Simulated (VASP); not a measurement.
# H in VASP: notebook

H is run at these levels: PBE; tasks: single point.

Everything below comes from runs of VASP 6.6.1. Logs are shortened: lines on timing, memory, paths and dates and some standing lists are left out, and cuts for length are marked.

### Step 1. The cell of the first run

The cell holds an amorphous packing of atoms, 24 atoms: a = 7.114 Å, b = 7.114 Å, c = 7.114 Å, α = 90.00°, β = 90.00°, γ = 90.00°.

### Step 2. Single point, PBE

The input, INCAR:

```
SYSTEM = H
ALGO = Normal
EDIFF = 1E-6
ENCUT = 520
GGA = PE
ISIF = 2
ISMEAR = -1
LASPH = .True.
LCHARG = .True.
LELF = .True.
LREAL = Auto
LVHAR = .True.
LWAVE = .False.
NBANDS = 30
NELM = 100
PREC = Accurate
SIGMA = 0.05
```

The input, KPOINTS:

```
k-points
0
Gamma
  1 1 1
  0 0 0
```

The input, POSCAR:

```
H
1.0
    7.1137870000      0.0000000000      0.0000000000
    0.0000000000      7.1137870000      0.0000000000
    0.0000000000      0.0000000000      7.1137870000
H
24
Direct
    0.5802733192      0.8691890340      0.5044777800
    0.6081270970      0.8852264971      0.4041820647
    0.8229219101      0.5179340140      0.7723280652
    0.7908404894      0.5339928072      0.6739232856
    0.2154389674      0.5154686900     -0.0129186631
    0.3063453477      0.5681725935     -0.0132933186
    0.4590312122      0.4014241851      0.7301021400
    0.5193859920      0.3213347100      0.7605274809
    0.9677299254      0.7903629549      0.8405027958
    0.8841403548      0.8369311556      0.8841437918
    0.5660575992      0.3360256084      0.1567337801
    0.4844694551      0.2774374610      0.1880883106
    0.1654249538      1.0481304052      0.0495358558
    0.1725212908      0.9554395835      0.0004842635
    0.2028194955      0.5443869421      0.4436429198
    0.2556069638      0.5509129476      0.3528678929
    0.4289694050      0.8858460779      0.1425465387
    0.5003264837      0.8280597799      0.0901487949
    0.3099775280      0.1609972523      0.5437674256
    0.2402160042      0.1378315313      0.6190476449
    0.9257864452      0.5816981017      0.2057740901
    0.9170740028      0.5585369948      0.1033434736
    0.0888272100      0.2096528617      0.3288775800
    0.0839450478      0.2192688111      0.2239058070
```

Potentials or basis: VASP PAW PBE potentials, release 64 (H).

Started as:

```bash
> cat potpaw_PBE.64/H/POTCAR > POTCAR
> mpirun -np 1 vasp_gam > vasp.out
```

OUTCAR:

```text
SYSTEM = H
   EDIFF = 1E-6
   ENCUT = 520
   GGA = PE
   ISIF = 2
   ISMEAR = -1
   LASPH = .True.
   LREAL = Auto
   NELM = 100
   PREC = Accurate

 ion  position               nearest neighbor table
   1  0.580  0.869  0.504-   2 0.75
   2  0.608  0.885  0.404-   1 0.75
   3  0.823  0.518  0.772-   4 0.75
   4  0.791  0.534  0.674-   3 0.75
   5  0.215  0.515  0.987-   6 0.75
   6  0.306  0.568  0.987-   5 0.75
[... 16 lines left out ...]
  23  0.089  0.210  0.329-  24 0.75
  24  0.084  0.219  0.224-  23 0.75

  LATTYP: Found a simple cubic cell.
 ALAT       =     7.1137870000

  Lattice vectors:

 A1 = (   7.1137870000,   0.0000000000,   0.0000000000)
 A2 = (   0.0000000000,   7.1137870000,   0.0000000000)
 A3 = (   0.0000000000,   0.0000000000,   7.1137870000)

Analysis of symmetry for initial positions (statically):
=====================================================================
 Subroutine PRICEL returns:
 Original cell was already a primitive cell.

 Routine SETGRP: Setting up the symmetry group for a
 simple cubic supercell.

 Subroutine GETGRP returns: Found  1 space group operations
 (whereof  1 operations were pure point group operations)
 out of a pool of 48 trial point group operations.

The static configuration has the point symmetry C_1 .

Analysis of symmetry for dynamics (positions and initial velocities):
=====================================================================
 Subroutine PRICEL returns:
 Original cell was already a primitive cell.

 Routine SETGRP: Setting up the symmetry group for a
 simple cubic supercell.

 Subroutine GETGRP returns: Found  1 space group operations
 (whereof  1 operations were pure point group operations)
 out of a pool of 48 trial point group operations.

The dynamic configuration has the point symmetry C_1 .

 Subroutine INISYM returns: Found  1 space group operations
 (whereof  1 operations are pure point group operations),
 and found     1 'primitive' translations

----------------------------------------------------------------------------------------

                                     Primitive cell

  volume of cell :     360.0001

  direct lattice vectors                    reciprocal lattice vectors
     7.113787000  0.000000000  0.000000000     0.140572103  0.000000000  0.000000000
     0.000000000  7.113787000  0.000000000     0.000000000  0.140572103  0.000000000
     0.000000000  0.000000000  7.113787000     0.000000000  0.000000000  0.140572103

  length of vectors
     7.113787000  7.113787000  7.113787000     0.140572103  0.140572103  0.140572103

  position of ions in fractional coordinates (direct lattice)
     0.580273319  0.869189034  0.504477780
     0.608127097  0.885226497  0.404182065
     0.822921910  0.517934014  0.772328065
     0.790840489  0.533992807  0.673923286
     0.215438967  0.515468690  0.987081337
     0.306345348  0.568172594  0.986706681
[... 16 lines left out ...]
     0.088827210  0.209652862  0.328877580
     0.083945048  0.219268811  0.223905807

  ion indices of the primitive-cell ions
   primitive index   ion index
                 1           1
                 2           2
                 3           3
                 4           4
                 5           5
                 6           6
[... 16 lines left out ...]
                23          23
                24          24

----------------------------------------------------------------------------------------

 KPOINTS: k-points

Automatic generation of k-mesh.
 Grid dimensions read from file:
 generate k-points for:    1    1    1

 Generating k-lattice:

  Cartesian coordinates                     Fractional coordinates (reciprocal lattice)
     0.140572103  0.000000000  0.000000000     1.000000000  0.000000000  0.000000000
     0.000000000  0.140572103  0.000000000     0.000000000  1.000000000  0.000000000
     0.000000000  0.000000000  0.140572103     0.000000000  0.000000000  1.000000000

  Length of vectors
     0.140572103  0.140572103  0.140572103

  Shift w.r.t. Gamma in fractional coordinates (k-lattice)
     0.000000000  0.000000000  0.000000000

 Subroutine IBZKPT returns following result:
 ===========================================

 Found      1 irreducible k-points:

 Following reciprocal coordinates:
            Coordinates               Weight
  0.000000  0.000000  0.000000      1.000000
   k-points           NKPTS =      1   k-points in BZ     NKDIM =      1   number of bands    NBANDS=     30
   number of dos      NEDOS =    301   number of ions     NIONS =     24
   total plane-waves  NPLWV = 157464
   dimension x,y,z NGX =    54 NGY =   54 NGZ =   54
   dimension x,y,z NGXF=   108 NGYF=  108 NGZF=  108
   ions per type =              24
   NGX,Y,Z   is equivalent  to a cutoff of  12.62, 12.62, 12.62 a.u.
   NGXF,Y,Z  is equivalent  to a cutoff of  25.24, 25.24, 25.24 a.u.
 SYSTEM =  H
   PREC   = accura    normal or accurate (medium, high low for compatibility)
   ISTART =      0    job   : 0-new  1-cont  2-samecut
   ICHARG =      2    charge: 1-file 2-atom 10-const
   ISPIN  =      1    spin polarized calculation?
   LNONCOLLINEAR =      F non collinear calculations
   LSORBIT =      F    spin-orbit coupling
   LASPH  =      T    aspherical Exc in radial PAW
   ENCUT  =  520.0 eV  38.22 Ry    6.18 a.u.  13.23 13.23 13.23*2*pi/ulx,y,z
   NELM   =    100;   NELMIN=  2; NELMDL= -5     # of ELM steps
   EDIFF  = 0.1E-05   stopping-criterion for ELM
   LREAL  =      T    real-space projection
   EDIFFG = 0.1E-04   stopping-criterion for IOM
   NSW    =      0    number of steps for IOM
   IBRION =     -1    ionic relax: 0-MD 1-quasi-New 2-CG
   NFREE  =      0    steps in history (QN), initial steepest desc. (CG)
   ISIF   =      2    stress and relaxation
   ISYM   =      2    0-nonsym 1-usesym 2-fastsym
   POTIM  = 0.5000    time-step for ionic-motion
   TEBEG  =    0.0;   TEEND  =   0.0 temperature during run
   PSTRESS=    0.0 pullay stress
   NELECT =      24.0000    total number of electrons
   NUPDOWN=      -1.0000    fix difference up-down
   EMIN   =  10.00;   EMAX   =-10.00  energy-range for DOS
   EFERMI =   0.00;   METHOD = LEGACY
   ISMEAR =    -1;   SIGMA  =   0.05  broadening in eV -4-tet -1-fermi 0-gaus
   EFERMI_NEDOS =   21; number of points for ismear=-14 and -15
   IALGO  =     38    algorithm
   IMIX   =      4    mixing-type and parameters
     AMIX     =   0.40;   BMIX     =  1.00
     AMIX_MAG =   1.60;   BMIX_MAG =  1.00
  volume/ion in A,a.u.               =      15.00       101.23
  Fermi-wavevector in a.u.,A,eV,Ry     =   0.663811  1.254421  5.995338  0.440645
  Thomas-Fermi vector in A             =   1.737305
   LORBIT       =      0    0 simple, 1 ext, 2 COOP (PROOUT), +10 PAW based schemes
   GGA     = PE    functional components
   LHFCALC =     F    Hartree Fock is set to
   AEXX    =    0.0000 exact exchange contribution
   IVDW    =     0    specifies the selected vdW correction
   LEPSILON=     F    determine dielectric tensor
   LRPA    =     F    only Hartree local field effects (RPA)
 non-spin polarized calculation
  energy-cutoff  :      520.00
  volume of cell :      360.00
 maximum number of plane-waves:      4886
 NGX is ok and might be reduce to    54
   NGX = 27   NGY = 27   NGZ = 27

 number of electron      24.0000003 magnetization

 Free energy of the ion-electron system (eV)
  ---------------------------------------------------
  ext. energy  EPLUGINS =         0.00000000
  ---------------------------------------------------
  free energy    TOTEN  =       -80.88367580 eV

  energy without entropy =      -80.88367580  energy(sigma->0) =      -80.88367580

 E-fermi :  -6.8653     XC(G=0):  -4.6220

 val. band max:       -8.0972990649   @ k =   0.0000   0.0000   0.0000
 cond. band min:       0.3298868443   @ k =   0.0000   0.0000   0.0000
 fundamental gap:      8.4271859092
 Fermi energy:        -6.8653091418

 k-point     1 :       0.0000    0.0000    0.0000
  band No.  band energies     occupation
      1     -10.8012      2.00000
      2      -9.8956      2.00000
      3      -9.8068      2.00000
      4      -9.6511      2.00000
      5      -9.5915      2.00000
      6      -9.2866      2.00000
[... 16 lines left out ...]
     23       3.1459      0.00000
     24       3.3482      0.00000
 [bands above 24 left out]

------------------------ aborting loop because EDIFF is reached ----------------------------------------

  FORCE on cell =-STRESS in cart. coord.  units (eV):
  Direction    XX          YY          ZZ          XY          YZ          ZX
  --------------------------------------------------------------------------------------
  -------------------------------------------------------------------------------------
  Total        1.4190481      1.3894333      1.4407663      0.3687272      0.5699833      0.6738863
  in kB        6.3154620      6.1836615      6.4121185      1.6410174      2.5367059      2.9991253
  external PRESSURE =       6.3037473 kB  Pullay stress =       0.0000000 kB

 VOLUME and BASIS-vectors are now :
 -----------------------------------------------------------------------------
  energy-cutoff  :      520.00
  volume of cell :      360.00
      direct lattice vectors                 reciprocal lattice vectors
     7.113787000  0.000000000  0.000000000     0.140572103  0.000000000  0.000000000
     0.000000000  7.113787000  0.000000000     0.000000000  0.140572103  0.000000000
     0.000000000  0.000000000  7.113787000     0.000000000  0.000000000  0.140572103

 POSITION                                       TOTAL-FORCE (eV/Angst)
 -----------------------------------------------------------------------------------
      4.12794      6.18323      3.58875         0.032918      0.004165      0.044085
      4.32609      6.29731      2.87527         0.029375     -0.005707      0.067964
      5.85409      3.68447      5.49418         0.040952     -0.067953     -0.010127
      5.62587      3.79871      4.79415         0.004948     -0.052881     -0.102927
      1.53259      3.66693      7.02189        -0.024750      0.005154     -0.014678
      2.17928      4.04186      7.01922         0.004280      0.008903     -0.019489
[... 16 lines left out ...]
      0.63190      1.49143      2.33957        -0.043342      0.034410     -0.070518
      0.59717      1.55983      1.59282        -0.086545      0.052330      0.148057
 -----------------------------------------------------------------------------------
    total drift:                               -0.000104     -0.000104      0.000013

  FREE ENERGIE OF THE ION-ELECTRON SYSTEM (eV)
  ---------------------------------------------------
  free  energy   TOTEN  =       -80.8836758045 eV

  energy  without entropy=      -80.8836758044  energy(sigma->0) =      -80.88367580
```

It took 22 s on 1 thread of Intel Xeon 6975P-C (Granite Rapids), shared host; peak memory 0.37 GiB.

What came out:

```yaml
Free_energy: -80.8837 eV
Pressure: 0.6 GPa
Largest_force: 0.238 eV/Å
Band_gap_on_the_k_mesh: 8.43 eV
```

Forces on the atoms (eV/Å):
```
H    0.033  0.004  0.044
H    0.029 -0.006  0.068
H    0.041 -0.068 -0.010
H    0.005 -0.053 -0.103
H   -0.025  0.005 -0.015
H    0.004  0.009 -0.019
H    0.000  0.038  0.012
H    0.042 -0.010  0.033
H   -0.072  0.086 -0.020
H    0.010  0.050 -0.029
H    0.034 -0.005  0.014
H    0.007 -0.007  0.012
H    0.025 -0.032 -0.087
H   -0.006  0.065 -0.059
H    0.015  0.031  0.048
H    0.028  0.037  0.027
H    0.160 -0.128 -0.121
H   -0.010  0.051  0.053
H   -0.049 -0.070  0.017
H   -0.035 -0.075  0.001
H   -0.042 -0.031 -0.033
H   -0.066  0.022  0.090
H   -0.043  0.034 -0.071
H   -0.087  0.052  0.148
```

Levels at points of the mesh, in eV from the valence-band top:
```tsv
k point	band 8	band 9	band 10	band 11	band 12	band 13	band 14	band 15	band 16	band 17
(0.00, 0.00, 0.00)	-0.84	-0.72	-0.58	-0.38	0.00	8.43	8.61	8.86	9.13	9.55
```

Caveat: the k points lie up to 0.88 Å⁻¹ apart.

(Part 1 of 2 ends here.)
